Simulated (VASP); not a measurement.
A run of VASP 6.6.1:

File INCAR:

```
SYSTEM = HW12C12
PREC = Accurate
ENCUT = 520
EDIFF = 1E-6
ISMEAR = -1
SIGMA = 0.15
LREAL = Auto
LASPH = .True.
NELM = 60
ALGO = Normal
ISIF = 2
LWAVE = .False.
LCHARG = .False.
GGA = PE
NBANDS = 126
```

The input KPOINTS:

```
Automatic mesh
0
Gamma
  3 3 1
  0 0 0
```

Contents of POSCAR:

```
HW12C12
1.0
    5.7641400000      0.0000000000      0.0000000000
   -2.8820700000      4.9918920000      0.0000000000
    0.0000000000      0.0000000000     19.0596750000
W C H
12 12 1
Direct
    0.0000000000      0.0000000000      0.0524667918
   -0.0002031122      0.0021294531      0.2017528630
    0.0022583829      0.0114992472      0.3529240137
    0.0000000000      0.5000000000      0.0524667918
   -0.0002729873      0.5022193990      0.2020976223
   -0.0003653313      0.5089224687      0.3551244184
    0.5000000000      0.0000000000      0.0524667918
    0.4997839016      0.0018009204      0.2017821395
    0.5002502880      0.0062964103      0.3547105604
    0.5000000000      0.5000000000      0.0524667918
    0.4997599189      0.5021214401      0.2019375986
    0.4987839899      0.5070424200      0.3540441272
    0.3333333333      0.1666666667      0.1265464915
    0.3338016494      0.1700112903      0.2737821605
    0.3322236861      0.1774671808      0.4126644342
    0.3333333333      0.6666666667      0.1265464915
    0.3322771480      0.6696967803      0.2744898326
    0.3324549201      0.6729488539      0.4137502869
    0.8333333333      0.1666666667      0.1265464915
    0.8327603807      0.1708322215      0.2741149049
    0.8369532592      0.1778994818      0.4130922484
    0.8333333333      0.6666666667      0.1265464915
    0.8331362469      0.6709618317      0.2749247298
    0.8323286215      0.6831748363      0.4180366140
   -0.1587390200     -0.2419247051      0.4709303280
```

Potentials or basis: VASP PAW PBE potentials, release 64 (W_sv, C, H).

Launch:

```console
$ cat potpaw_PBE.64/W_sv/POTCAR potpaw_PBE.64/C/POTCAR potpaw_PBE.64/H/POTCAR > POTCAR
$ mpirun -np 1 vasp_std > vasp.out
```

Hardware: 1 thread of AMD EPYC 9R45 96-Core Processor (Zen 5), on a shared host.

Q: How long does it take, and how much memory?

A: Run time: 11 min on 1 thread of AMD EPYC 9R45 96-Core Processor (Zen 5), on a shared host, peak memory 0.77 GiB. Counts: scf iterations 31, k points 5.
